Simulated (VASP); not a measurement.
# SnPt3 (Pm-3m) in VASP: a series of runs, part 2 of 2

VASP 6.6.1. The steps go on from the part before.

### Step 3. Electric field gradients, LDA

INCAR reads:

```
SYSTEM = SnPt3
PREC = Accurate
ENCUT = 520
EDIFF = 1E-8
ISMEAR = -1
SIGMA = 0.15
LREAL = .False.
LASPH = .True.
NELM = 60
ALGO = Fast
ISIF = 2
LWAVE = .False.
LCHARG = .False.
LEFG = .True.
NBANDS = 30
```

KPOINTS reads:

```
regular mesh
0
Gamma
  10 10 10
  0 0 0
```

POSCAR reads:

```
SnPt3
1.0
    3.9803788620      0.0000000000      0.0000000000
    0.0000000000      3.9803788620      0.0000000000
    0.0000000000      0.0000000000      3.9803788620
Sn Pt
1 3
Direct
    0.0000000000      0.0000000000      0.0000000000
    0.0000000000      0.5000000000      0.5000000000
    0.5000000000      0.0000000000      0.5000000000
    0.5000000000      0.5000000000      0.0000000000
```

Potentials or basis: VASP PAW LDA potentials, release 64 (Sn_d, Pt).

Launch:

```sh
cat potpaw_LDA.64/Sn_d/POTCAR potpaw_LDA.64/Pt/POTCAR > POTCAR
mpirun -np 1 vasp_std > vasp.out
```

OUTCAR:

```text
SYSTEM = SnPt3
   PREC = Accurate
   ENCUT = 520
   EDIFF = 1E-8
   ISMEAR = -1
   LREAL = .False.
   LASPH = .True.
   NELM = 60
   ISIF = 2

 ion  position               nearest neighbor table
   1  0.000  0.000  0.000-   2 2.81   3 2.81   4 2.81   2 2.81   3 2.81   2 2.81   4 2.81   2 2.81
                             3 2.81   4 2.81   3 2.81   4 2.81
   2  0.000  0.500  0.500-   1 2.81   3 2.81   4 2.81   1 2.81   4 2.81   1 2.81   3 2.81   1 2.81
                             3 2.81   4 2.81   4 2.81   3 2.81
   3  0.500  0.000  0.500-   1 2.81   2 2.81   4 2.81   1 2.81   4 2.81   2 2.81   4 2.81   4 2.81
                             1 2.81   2 2.81   1 2.81   2 2.81
   4  0.500  0.500  0.000-   1 2.81   2 2.81   3 2.81   2 2.81   3 2.81   1 2.81   3 2.81   3 2.81
                             1 2.81   2 2.81   2 2.81   1 2.81

  LATTYP: Found a simple cubic cell.
 ALAT       =     3.9803788620

  Lattice vectors:

 A1 = (   3.9803788620,   0.0000000000,   0.0000000000)
 A2 = (   0.0000000000,   3.9803788620,   0.0000000000)
 A3 = (   0.0000000000,   0.0000000000,   3.9803788620)

Analysis of symmetry for initial positions (statically):
=====================================================================
 Subroutine PRICEL returns:
 Original cell was already a primitive cell.

 Routine SETGRP: Setting up the symmetry group for a
 simple cubic supercell.

 Subroutine GETGRP returns: Found 48 space group operations
 (whereof 48 operations were pure point group operations)
 out of a pool of 48 trial point group operations.

The static configuration has the point symmetry O_h .

Analysis of symmetry for dynamics (positions and initial velocities):
=====================================================================
 Subroutine PRICEL returns:
 Original cell was already a primitive cell.

 Routine SETGRP: Setting up the symmetry group for a
 simple cubic supercell.

 Subroutine GETGRP returns: Found 48 space group operations
 (whereof 48 operations were pure point group operations)
 out of a pool of 48 trial point group operations.

The dynamic configuration has the point symmetry O_h .

 Subroutine INISYM returns: Found 48 space group operations
 (whereof 48 operations are pure point group operations),
 and found     1 'primitive' translations

----------------------------------------------------------------------------------------

                                     Primitive cell

  volume of cell :      63.0628

  direct lattice vectors                    reciprocal lattice vectors
     3.980378862  0.000000000  0.000000000     0.251232366  0.000000000  0.000000000
     0.000000000  3.980378862  0.000000000     0.000000000  0.251232366  0.000000000
     0.000000000  0.000000000  3.980378862     0.000000000  0.000000000  0.251232366

  length of vectors
     3.980378862  3.980378862  3.980378862     0.251232366  0.251232366  0.251232366

  position of ions in fractional coordinates (direct lattice)
     0.000000000  0.000000000  0.000000000
     0.000000000  0.500000000  0.500000000
     0.500000000  0.000000000  0.500000000
     0.500000000  0.500000000  0.000000000

  ion indices of the primitive-cell ions
   primitive index   ion index
                 1           1
[... 89 lines left out ...]
   EFERMI =   0.00;   METHOD = LEGACY
   ISMEAR =    -1;   SIGMA  =   0.15  broadening in eV -4-tet -1-fermi 0-gaus
   EFERMI_NEDOS =   21; number of points for ismear=-14 and -15
   IALGO  =     68    algorithm
   IMIX   =      4    mixing-type and parameters
     AMIX     =   0.40;   BMIX     =  1.00
     AMIX_MAG =   1.60;   BMIX_MAG =  1.00
  volume/ion in A,a.u.               =      15.77       106.39
  Fermi-wavevector in a.u.,A,eV,Ry     =   1.452005  2.743891 28.685397  2.108317
  Thomas-Fermi vector in A             =   2.569436
   LORBIT       =      0    0 simple, 1 ext, 2 COOP (PROOUT), +10 PAW based schemes
   GGA     = CA    functional components
   LHFCALC =     F    Hartree Fock is set to
   AEXX    =    0.0000 exact exchange contribution
   IVDW    =     0    specifies the selected vdW correction
   LEPSILON=     F    determine dielectric tensor
   LRPA    =     F    only Hartree local field effects (RPA)
 non-spin polarized calculation
 RMM-DIIS sequential band-by-band and
  energy-cutoff  :      520.00
  volume of cell :       63.06
 maximum number of plane-waves:      1743
 NGX is ok and might be reduce to    30
   NGX = 15   NGY = 15   NGZ = 15

 number of electron      44.0000021 magnetization

 Free energy of the ion-electron system (eV)
  ---------------------------------------------------
  ext. energy  EPLUGINS =         0.00000000
  ---------------------------------------------------
  free energy    TOTEN  =       -28.62908210 eV

  energy without entropy =      -28.53555320  energy(sigma->0) =      -28.58231765

 E-fermi :  12.1643     XC(G=0): -13.4140

 val. band max:       12.0936962476   @ k =   0.1000   0.1000   0.0000
 cond. band min:      12.2351152746   @ k =   0.0000   0.0000   0.0000
 fundamental gap:      0.1414190270
 Fermi energy:        12.1642962168

 k-point     1 :       0.0000    0.0000    0.0000
  band No.  band energies     occupation
      1      -9.8264      2.00000
      2      -9.8264      2.00000
      3      -9.8104      2.00000
      4      -9.8104      2.00000
      5      -9.8104      2.00000
      6      -0.1283      2.00000
[... 781 lines left out ...]
     29      20.2542      0.00000
     30      21.5579      0.00000

 [... further k-points ...]
[... 5 lines left out ...]
  --------------------------------------------------------------------------------------
  -------------------------------------------------------------------------------------
  Total        0.3054068      0.3054068      0.3054068     -0.0000000      0.0000000     -0.0000000
  in kB        7.7591831      7.7591831      7.7591831     -0.0000000      0.0000000     -0.0000000
  external PRESSURE =       7.7591831 kB  Pullay stress =       0.0000000 kB

 VOLUME and BASIS-vectors are now :
 -----------------------------------------------------------------------------
  energy-cutoff  :      520.00
  volume of cell :       63.06
      direct lattice vectors                 reciprocal lattice vectors
     3.980378862  0.000000000  0.000000000     0.251232366  0.000000000  0.000000000
     0.000000000  3.980378862  0.000000000     0.000000000  0.251232366  0.000000000
     0.000000000  0.000000000  3.980378862     0.000000000  0.000000000  0.251232366

 POSITION                                       TOTAL-FORCE (eV/Angst)
 -----------------------------------------------------------------------------------
      0.00000      0.00000      0.00000         0.000000      0.000000      0.000000
      0.00000      1.99019      1.99019         0.000000      0.000000      0.000000
      1.99019      0.00000      1.99019         0.000000      0.000000      0.000000
      1.99019      1.99019      0.00000         0.000000      0.000000      0.000000
 -----------------------------------------------------------------------------------
    total drift:                                0.000000      0.000000     -0.000000

  FREE ENERGIE OF THE ION-ELECTRON SYSTEM (eV)
  ---------------------------------------------------
  free  energy   TOTEN  =       -28.6290821006 eV

  energy  without entropy=      -28.5355531969  energy(sigma->0) =      -28.58231765

 Electric field gradients (V/A^2)
---------------------------------------------------------------------
 ion       V_xx      V_yy      V_zz      V_xy      V_xz      V_yz
---------------------------------------------------------------------
   1       0.000     0.000    -0.000    -0.000     0.000     0.000
   2    -145.636    72.818    72.818     0.000    -0.000    -0.000
   3      72.818  -145.636    72.818    -0.000     0.000    -0.000
   4      72.818    72.818  -145.636     0.000    -0.000     0.000
---------------------------------------------------------------------

 Electric field gradients after diagonalization (V/A^2)
 (convention: |V_zz| > |V_xx| > |V_yy|)
----------------------------------------------------------------------
 ion       V_xx      V_yy      V_zz     asymmetry (V_yy - V_xx)/ V_zz
----------------------------------------------------------------------
   1       0.000     0.000    -0.000       0.123
   2      72.818    72.818  -145.636       0.000
   3      72.818    72.818  -145.636       0.000
   4      72.818    72.818  -145.636       0.000
----------------------------------------------------------------------

           NMR quadrupolar parameters

 Cq : quadrupolar parameter    Cq=e*Q*V_zz/h
 eta: asymmetry parameters     (V_yy - V_xx)/ V_zz
 Q  : nuclear electric quadrupole moment in mb (millibarn)
----------------------------------------------------------------------
 ion       Cq(MHz)       eta       Q (mb)
----------------------------------------------------------------------
   1      -0.000       0.123       1.000
   2      -0.352       0.000       1.000
   3      -0.352       0.000       1.000
   4      -0.352       0.000       1.000
----------------------------------------------------------------------
```

OSZICAR:

```text
N       E                     dE             d eps       ncg     rms          rms(c)
DAV:   1     0.403613343182E+03    0.40361E+03   -0.20980E+04  3624   0.198E+03
DAV:   2     0.131627540696E+02   -0.39045E+03   -0.36852E+03  3512   0.533E+02
DAV:   3    -0.283527171683E+02   -0.41515E+02   -0.39909E+02  3740   0.131E+02
DAV:   4    -0.296783197079E+02   -0.13256E+01   -0.13218E+01  3870   0.238E+01
DAV:   5    -0.297142112072E+02   -0.35891E-01   -0.35887E-01  4168   0.417E+00    0.200E+01
RMM:   6    -0.287766740100E+02    0.93754E+00   -0.19126E+00  3852   0.797E+00    0.100E+01
RMM:   7    -0.286425844889E+02    0.13409E+00   -0.32039E-01  4278   0.377E+00    0.387E+00
RMM:   8    -0.286301286101E+02    0.12456E-01   -0.43692E-02  4546   0.127E+00    0.279E-01
RMM:   9    -0.286289719196E+02    0.11567E-02   -0.89924E-03  4716   0.817E-01    0.200E-01
RMM:  10    -0.286290543889E+02   -0.82469E-04   -0.18001E-03  5164   0.297E-01    0.111E-01
RMM:  11    -0.286290697447E+02   -0.15356E-04   -0.41203E-04  5064   0.143E-01    0.175E-02
RMM:  12    -0.286290802661E+02   -0.10521E-04   -0.11830E-04  5347   0.699E-02    0.198E-02
RMM:  13    -0.286290817083E+02   -0.14422E-05   -0.21642E-05  4847   0.255E-02    0.621E-03
RMM:  14    -0.286290820125E+02   -0.30424E-06   -0.51857E-06  4985   0.118E-02    0.240E-03
RMM:  15    -0.286290820951E+02   -0.82623E-07   -0.99010E-07  5657   0.491E-03    0.686E-04
RMM:  16    -0.286290821006E+02   -0.54624E-08   -0.73965E-08  3413   0.132E-03
   1 F= -.28629082E+02 E0= -.28582318E+02  d E =-.935289E-01
```

Wall time 1.9 min (1 thread of AMD EPYC 7R43 (Zen 3), shared host); peak memory 0.18 GiB.

What came out:

| Item | Value |
| --- | --- |
| Free energy | -28.6291 eV |
| Pressure | 0.8 GPa |
| Band gap on the k mesh | zero (bands 22 and 23 overlap by 0.47 eV) |
| Largest electric field gradient by atom | Sn +0.0; Pt -145.6 V/Å² |

Levels at points of the mesh, in eV from the Fermi level:
```csv
k point,band 20,band 21,band 22,band 23,band 24,band 25
"(0.00, 0.00, 0.00)",-1.33,-0.48,0.07,0.07,0.07,2.94
"(0.50, 0.00, 0.00)",-2.50,-1.22,0.07,1.78,3.88,3.88
"(0.50, 0.50, 0.00)",-2.22,-2.05,-1.67,0.87,0.87,5.09
"(0.50, 0.50, 0.50)",-2.22,-0.88,-0.39,-0.39,-0.39,0.88
```

Electric field gradients, principal values (V/Å²):
| atom | least | middle | greatest (by size) |
| --- | --- | --- | --- |
| 1 Sn | 0.000 | 0.000 | 0.000 |
| 2 Pt | 72.818 | 72.818 | -145.636 |
| 3 Pt | 72.818 | 72.818 | -145.636 |
| 4 Pt | 72.818 | 72.818 | -145.636 |

Caveat: without QUAD_EFG the Cq values of the log hold for a quadrupole moment of 1 mb, not for the nuclei; spin-orbit coupling is left out, which moves the levels of the heavy elements.

### Step 4. Vibrations by perturbation theory, LDA

This run uses another cell than the first one, of 14.52 Å³/atom.

INCAR reads:

```
SYSTEM = SnPt3
PREC = Accurate
ENCUT = 520
EDIFF = 1E-8
ISMEAR = -1
SIGMA = 0.15
LREAL = .FALSE.
LASPH = .TRUE.
NELM = 60
ALGO = Normal
ISIF = 2
LWAVE = .FALSE.
LCHARG = .FALSE.
GGA = CA
NBANDS = 30
IBRION = 8
NSW = 1
```

KPOINTS reads:

```
regular mesh
0
G
  12 12 12
  0 0 0
```

POSCAR reads:

```
SnPt3
1.0
    3.8727821639      0.0000000000      0.0000000000
    0.0000000000      3.8727821639      0.0000000000
    0.0000000000      0.0000000000      3.8727821639
Sn Pt
1 3
Direct
    0.0000000000      0.0000000000      0.0000000000
    0.0000000000      0.5000000000      0.5000000000
    0.5000000000      0.0000000000      0.5000000000
    0.5000000000      0.5000000000      0.0000000000
```

Potentials or basis: VASP PAW LDA potentials, release 64 (Sn_d, Pt).

Launch:

```sh
cat potpaw_LDA.64/Sn_d/POTCAR potpaw_LDA.64/Pt/POTCAR > POTCAR
mpirun -np 1 vasp_std > vasp.out
```

OUTCAR:

```text
SYSTEM = SnPt3
   PREC = Accurate
   ENCUT = 520
   EDIFF = 1E-8
   ISMEAR = -1
   LREAL = .FALSE.
   LASPH = .TRUE.
   NELM = 60
   ISIF = 2
   GGA = CA
   IBRION = 8
   NSW = 1

 ion  position               nearest neighbor table
   1  0.000  0.000  0.000-   2 2.74   3 2.74   4 2.74   2 2.74   3 2.74   2 2.74   4 2.74   2 2.74
                             3 2.74   4 2.74   3 2.74   4 2.74
   2  0.000  0.500  0.500-   1 2.74   3 2.74   4 2.74   1 2.74   4 2.74   1 2.74   3 2.74   1 2.74
                             3 2.74   4 2.74   4 2.74   3 2.74
   3  0.500  0.000  0.500-   1 2.74   2 2.74   4 2.74   1 2.74   4 2.74   2 2.74   4 2.74   4 2.74
                             1 2.74   2 2.74   1 2.74   2 2.74
[... 1078 lines left out ...]

 Eigenvectors and eigenvalues of the dynamical matrix
 ----------------------------------------------------

   1 f  =    6.723229 THz    42.243292 2PiTHz  224.262773 cm-1    27.805028 meV
             X         Y         Z           dx          dy          dz
      0.000000  0.000000  0.000000    -0.000000    0.000000   -0.501961
      0.000000  1.936391  1.936391    -0.000000   -0.000000    0.471390
      1.936391  0.000000  1.936391     0.000000    0.000000    0.471390
      1.936391  1.936391  0.000000     0.000000   -0.000000   -0.551015
[... 71 lines left out ...]
  12 f/i=    0.001924 THz     0.012089 2PiTHz    0.064181 cm-1     0.007957 meV
             X         Y         Z           dx          dy          dz
      0.000000  0.000000  0.000000     0.129370    0.347207    0.177929
      0.000000  1.936391  1.936391     0.165618    0.444648    0.227863
      1.936391  0.000000  1.936391     0.165676    0.444491    0.227863
      1.936391  1.936391  0.000000     0.165676    0.444648    0.227783

--------------------------------------------------------------------------------------------------------

 ELASTIC MODULI CONTR FROM IONIC RELAXATION (kBar)
 Direction    XX          YY          ZZ          XY          YZ          ZX
 --------------------------------------------------------------------------------
 XX           0.0000      0.0000      0.0000      0.0000      0.0000      0.0000
 YY           0.0000      0.0000      0.0000      0.0000      0.0000      0.0000
 ZZ           0.0000      0.0000      0.0000      0.0000      0.0000      0.0000
 XY           0.0000      0.0000      0.0000      0.0000      0.0000      0.0000
 YZ           0.0000      0.0000      0.0000      0.0000      0.0000      0.0000
 ZX           0.0000      0.0000      0.0000      0.0000      0.0000      0.0000
 --------------------------------------------------------------------------------
```

stdout:

```text
POSCAR found type information on POSCAR SnPt
 POSCAR found :  2 types and       4 ions
 scaLAPACK will be used
 LDA part: xc-table for (Slater(with rela. corr.)+CA(PZ))
 , standard interpolation
 POSCAR, INCAR and KPOINTS ok, starting setup
 FFT: planning ... GRIDC
 FFT: planning ... GRID_SOFT
 FFT: planning ... GRID
 WAVECAR not read
 entering main loop
 Linear response reoptimize wavefunctions to high precision
 Linear response DOF=           3
 Linear response progress:
 first order change of Fermi-energy  -0.15953E-03
 force on displaced ion       1 direction 1 : -10.333  -0.000   0.000
 Linear response progress:
 first order change of Fermi-energy   0.67905E-03
 force on displaced ion       2 direction 1 : -16.670   0.000   0.000
 Linear response progress:
 first order change of Fermi-energy   0.99564E-04
 force on displaced ion       2 direction 2 :   0.000 -13.256   0.000
 Linear response finished
```

It took 27 min on 1 thread of Oxide Virtual Turin-like, shared host; peak memory 1.1 GiB.

Results:

```
Highest phonon frequency at Γ : 224 cm⁻¹
```

Phonon frequencies in cm⁻¹ (negative: imaginary):
```csv
q point,frequencies
"(0.000, 0.000, 0.000)",0 0 0 121 121 121 138 138 138 224 224 224
```

Caveat: the cell stands under pressure or tension, which shifts response properties; spin-orbit coupling is left out, which moves the levels of the heavy elements.
